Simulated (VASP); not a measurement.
# MgO (Fm-3m) in VASP: notebook

The runs below take MgO through single point, with PBE.

Program: VASP 6.6.1. These are calculated values, not measurements. Logs are shortened: lines on timing, memory, paths and dates and some standing lists are left out, and cuts for length are marked.

### 1 The cell of the first run

The structure is cubic, space group Fm-3m (No. 225). The conventional cell has a = 4.213 Å, b = 4.213 Å, c = 4.213 Å, α = 90.00°, β = 90.00°, γ = 90.00°. Within 2.8 Å of Mg (site symmetry m-3m) lie 6 O at 2.11 Å. Within 2.8 Å of O (site symmetry m-3m) lie 6 Mg at 2.11 Å.

### 2 Single point, PBE

The input, INCAR:

```
SYSTEM = MgO
PREC = Accurate
ENCUT = 600
EDIFF = 1E-6
ISMEAR = -1
SIGMA = 0.3
LREAL = .False.
LASPH = .True.
NELM = 120
ALGO = Normal
ISIF = 2
LWAVE = .False.
LCHARG = .False.
GGA = PE
NBANDS = 11
GGA_COMPAT = .False.
```

The input, KPOINTS:

```
regular mesh
0
Gamma
  9 9 9
  0 0 0
```

The input, POSCAR:

```
MgO
1.0
    0.0000000000      2.1064000000      2.1064000000
    2.1064000000      0.0000000000      2.1064000000
    2.1064000000      2.1064000000      0.0000000000
Mg O
1 1
Direct
    0.0000000000      0.0000000000      0.0000000000
    0.5000000000      0.5000000000      0.5000000000
```

Potentials or basis: VASP PAW PBE potentials, release 64 (Mg, O).

On the command line:

```console
$ cat potpaw_PBE.64/Mg/POTCAR potpaw_PBE.64/O/POTCAR > POTCAR
$ mpirun -np 1 vasp_std > vasp.out
```

OUTCAR:

```text
SYSTEM = MgO
   PREC = Accurate
   ENCUT = 600
   EDIFF = 1E-6
   ISMEAR = -1
   LREAL = .False.
   LASPH = .True.
   NELM = 120
   ISIF = 2
   GGA = PE

 ion  position               nearest neighbor table
   1  0.000  0.000  0.000-   2 2.11   2 2.11   2 2.11   2 2.11   2 2.11   2 2.11
   2  0.500  0.500  0.500-   1 2.11   1 2.11   1 2.11   1 2.11   1 2.11   1 2.11

  LATTYP: Found a face centered cubic cell.
 ALAT       =     4.2128000000

  Lattice vectors:

 A1 = (   0.0000000000,   2.1064000000,   2.1064000000)
 A2 = (   2.1064000000,   0.0000000000,   2.1064000000)
 A3 = (   2.1064000000,   2.1064000000,   0.0000000000)

Analysis of symmetry for initial positions (statically):
=====================================================================
 Subroutine PRICEL returns:
 Original cell was already a primitive cell.

 Routine SETGRP: Setting up the symmetry group for a
 face centered cubic supercell.

 Subroutine GETGRP returns: Found 48 space group operations
 (whereof 48 operations were pure point group operations)
 out of a pool of 48 trial point group operations.

The static configuration has the point symmetry O_h .

Analysis of symmetry for dynamics (positions and initial velocities):
=====================================================================
 Subroutine PRICEL returns:
 Original cell was already a primitive cell.

 Routine SETGRP: Setting up the symmetry group for a
 face centered cubic supercell.

 Subroutine GETGRP returns: Found 48 space group operations
 (whereof 48 operations were pure point group operations)
 out of a pool of 48 trial point group operations.

The dynamic configuration has the point symmetry O_h .

 Subroutine INISYM returns: Found 48 space group operations
 (whereof 48 operations are pure point group operations),
 and found     1 'primitive' translations

----------------------------------------------------------------------------------------

                                     Primitive cell

  volume of cell :      18.6919

  direct lattice vectors                    reciprocal lattice vectors
     0.000000000  2.106400000  2.106400000    -0.237371819  0.237371819  0.237371819
     2.106400000  0.000000000  2.106400000     0.237371819 -0.237371819  0.237371819
     2.106400000  2.106400000  0.000000000     0.237371819  0.237371819 -0.237371819

  length of vectors
[... 82 lines left out ...]
   EDIFF  = 0.1E-05   stopping-criterion for ELM
   LREAL  =      F    real-space projection
   EDIFFG = 0.1E-04   stopping-criterion for IOM
   NSW    =      0    number of steps for IOM
   IBRION =     -1    ionic relax: 0-MD 1-quasi-New 2-CG
   NFREE  =      0    steps in history (QN), initial steepest desc. (CG)
   ISIF   =      2    stress and relaxation
   ISYM   =      2    0-nonsym 1-usesym 2-fastsym
   POTIM  = 0.5000    time-step for ionic-motion
   TEBEG  =    0.0;   TEEND  =   0.0 temperature during run
   PSTRESS=    0.0 pullay stress
   NELECT =       8.0000    total number of electrons
   NUPDOWN=      -1.0000    fix difference up-down
   EMIN   =  10.00;   EMAX   =-10.00  energy-range for DOS
   EFERMI =   0.00;   METHOD = LEGACY
   ISMEAR =    -1;   SIGMA  =   0.30  broadening in eV -4-tet -1-fermi 0-gaus
   EFERMI_NEDOS =   21; number of points for ismear=-14 and -15
   IALGO  =     38    algorithm
   IMIX   =      4    mixing-type and parameters
     AMIX     =   0.40;   BMIX     =  1.00
     AMIX_MAG =   1.60;   BMIX_MAG =  1.00
  volume/ion in A,a.u.               =       9.35        63.07
  Fermi-wavevector in a.u.,A,eV,Ry     =   1.233731  2.331414 20.709338  1.522093
  Thomas-Fermi vector in A             =   2.368450
   LORBIT       =      0    0 simple, 1 ext, 2 COOP (PROOUT), +10 PAW based schemes
   GGA     = PE    functional components
   LHFCALC =     F    Hartree Fock is set to
   AEXX    =    0.0000 exact exchange contribution
   IVDW    =     0    specifies the selected vdW correction
   LEPSILON=     F    determine dielectric tensor
   LRPA    =     F    only Hartree local field effects (RPA)
 non-spin polarized calculation
  energy-cutoff  :      600.00
  volume of cell :       18.69
 maximum number of plane-waves:       637
   NGX = 11   NGY = 11   NGZ = 11

 number of electron       8.0000005 magnetization

 Free energy of the ion-electron system (eV)
  ---------------------------------------------------
  ext. energy  EPLUGINS =         0.00000000
  ---------------------------------------------------
  free energy    TOTEN  =       -11.90920391 eV

  energy without entropy =      -11.90910714  energy(sigma->0) =      -11.90915553

 E-fermi :   6.1511     XC(G=0): -11.0758

 val. band max:        3.1810200321   @ k =   0.0000   0.0000   0.0000
 cond. band min:       7.9036395748   @ k =   0.0000   0.0000   0.0000
 fundamental gap:      4.7226195427
 Fermi energy:         6.1510910187

 k-point     1 :       0.0000    0.0000    0.0000
  band No.  band energies     occupation
      1     -14.0788      2.00000
      2       3.1810      1.99990
      3       3.1810      1.99990
      4       3.1810      1.99990
      5       7.9036      0.00579
      6      18.9803      0.00000
      7      18.9803      0.00000
      8      18.9803      0.00000
      9      22.8944      0.00000
     10      24.6693      0.00000
     11      24.6693      0.00000
[... 309 lines left out ...]
 k-point    24 :       0.4444    0.4444    0.0000
  band No.  band energies     occupation
      1     -12.5875      2.00000
      2      -0.8295      2.00000
      3       1.8678      2.00000
      4       1.8678      2.00000
      5      12.4042      0.00000
      6      13.1259      0.00000
      7      16.2874      0.00000
      8      22.0544      0.00000
      9      22.0544      0.00000
     10      28.7107      0.00000
     11      29.6695      0.00000

 [... further k-points ...]
[... 5 lines left out ...]
  --------------------------------------------------------------------------------------
  -------------------------------------------------------------------------------------
  Total        0.4210823      0.4210823      0.4210823      0.0000000     -0.0000000      0.0000000
  in kB       36.0931688     36.0931688     36.0931688      0.0000000     -0.0000000      0.0000000
  external PRESSURE =      36.0931688 kB  Pullay stress =       0.0000000 kB

 VOLUME and BASIS-vectors are now :
 -----------------------------------------------------------------------------
  energy-cutoff  :      600.00
  volume of cell :       18.69
      direct lattice vectors                 reciprocal lattice vectors
     0.000000000  2.106400000  2.106400000    -0.237371819  0.237371819  0.237371819
     2.106400000  0.000000000  2.106400000     0.237371819 -0.237371819  0.237371819
     2.106400000  2.106400000  0.000000000     0.237371819  0.237371819 -0.237371819

 POSITION                                       TOTAL-FORCE (eV/Angst)
 -----------------------------------------------------------------------------------
      0.00000      0.00000      0.00000        -0.000000     -0.000000     -0.000000
      2.10640      2.10640      2.10640         0.000000      0.000000      0.000000
 -----------------------------------------------------------------------------------
    total drift:                               -0.000000     -0.000000      0.000000

  FREE ENERGIE OF THE ION-ELECTRON SYSTEM (eV)
  ---------------------------------------------------
  free  energy   TOTEN  =       -11.9092039101 eV

  energy  without entropy=      -11.9091071437  energy(sigma->0) =      -11.90915553
```

OSZICAR:

```text
N       E                     dE             d eps       ncg     rms          rms(c)
DAV:   1     0.160094855247E+02    0.16009E+02   -0.48857E+03   850   0.727E+02
DAV:   2    -0.128298109176E+02   -0.28839E+02   -0.28285E+02   875   0.142E+02
DAV:   3    -0.134658094210E+02   -0.63600E+00   -0.63542E+00   950   0.186E+01
DAV:   4    -0.134674410142E+02   -0.16316E-02   -0.16315E-02   845   0.102E+00
DAV:   5    -0.134674463820E+02   -0.53678E-05   -0.53673E-05   905   0.575E-02    0.721E+00
DAV:   6    -0.119270908653E+02    0.15404E+01   -0.87705E+00   797   0.163E+01    0.223E+00
DAV:   7    -0.119150058705E+02    0.12085E-01   -0.53332E-02   872   0.213E+00    0.134E+00
DAV:   8    -0.119095595125E+02    0.54464E-02   -0.27900E-02   803   0.189E+00    0.234E-01
DAV:   9    -0.119092138248E+02    0.34569E-03   -0.49527E-04   884   0.159E-01    0.135E-01
DAV:  10    -0.119092021855E+02    0.11639E-04   -0.47105E-04   833   0.166E-01    0.804E-03
DAV:  11    -0.119092039800E+02   -0.17945E-05   -0.24825E-06   896   0.133E-02    0.557E-03
DAV:  12    -0.119092039101E+02    0.69872E-07   -0.58700E-07   463   0.615E-03
   1 F= -.11909204E+02 E0= -.11909156E+02  d E =-.967664E-04
```

stdout:

```text
POSCAR found type information on POSCAR MgO
 POSCAR found :  2 types and       2 ions
 scaLAPACK will be used
 LDA part: xc-table for (Slater+PW92), standard interpolation
 POSCAR, INCAR and KPOINTS ok, starting setup
 FFT: planning ... GRIDC
 FFT: planning ... GRID_SOFT
 FFT: planning ... GRID
 WAVECAR not read
 entering main loop
```

It used 10 s of CPU time on 1 thread of AMD EPYC 7R13 Processor (Zen 3) (shared host).

Results:

| Item | Value |
| --- | --- |
| Free energy | -11.9092 eV |
| Pressure | 3.6 GPa |
| Band gap on the k mesh | 4.72 eV, direct |

### 3 Single point, PBE

The input, INCAR:

```
PREC     = Accurate       # precision mode
ENCUT    = 600            # plane-wave cutoff, eV
EDIFF    = 1E-6           # SCF threshold, eV
ISMEAR   = 1              # smearing method
SIGMA    = 0.05           # smearing width, eV
LREAL    = False          # projectors in reciprocal space
LASPH    = True           # aspherical terms in the spheres
NELM     = 120            # most SCF steps
ALGO     = Normal         # electronic algorithm
ISIF     = 2              # what is computed and relaxed
LWAVE    = False          # write WAVECAR
LCHARG   = False          # write CHGCAR
GGA      = PE             # functional
NBANDS   = 11             # bands
GGA_COMPAT= False
```

The input, KPOINTS:

```
Automatic mesh
0
Gamma
  9 9 9
```

POSCAR is that of step 2.

Potentials or basis: VASP PAW PBE potentials, release 64 (Mg, O).

On the command line:

```console
$ cat potpaw_PBE.64/Mg/POTCAR potpaw_PBE.64/O/POTCAR > POTCAR
$ mpirun -np 1 vasp_std > vasp.out
```

It used 18 s of CPU time on 1 thread of AMD EPYC 7R13 Processor (Zen 3), with other jobs on the host.

It converged, with:

| Quantity | Value |
| --- | --- |
| Free energy | -11.9092 eV |
| Pressure | 3.6 GPa |
| Band gap on the k mesh | 4.72 eV, direct |

Levels at points of the mesh, in eV from the valence-band top:
| k point | band 2 | band 3 | band 4 | band 5 | band 6 | band 7 |
| --- | --- | --- | --- | --- | --- | --- |
| (0.00, 0.00, 0.00) | 0.00 | 0.00 | 0.00 | 4.72 | 15.80 | 15.80 |
